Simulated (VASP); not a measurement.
Crystal: BeS.

```
Be S
1.0
     0.00000    2.31730    2.31730
     2.31730    0.00000    2.31730
     2.31730    2.31730    0.00000
Be S
1 1
Direct
  0.00000 0.00000 0.00000
  0.50000 0.50000 0.50000
```

Base run:

```yaml
Program: VASP 6.6.1
Functional: r2SCAN
Potentials_or_basis: VASP PAW PBE potentials, release 64 (Be, S)
Cutoff: 660 eV
k_mesh: 6 × 6 × 6
Occupations: gaussian, width 0.01 eV
Spin: no spin polarisation
```

Its results: band gap on the k mesh 1.35 eV, indirect (least direct gap 4.59 eV); pressure 0.1 GPa.

Task: The run is repeated on the same cell with these changes: functional from r2SCAN to PBE0; cutoff from 660 eV to 520 eV. What comes out?

Result: Band gap on the k mesh 2.47 eV, indirect (least direct gap 5.95 eV); pressure -1.9 GPa.

PBE0 gives the wider gap, since exact exchange removes part of the self-interaction.

Caveats: the PAW data sets were made with another functional, which shifts forces and pressure a little.

A k mesh can miss the band edges.
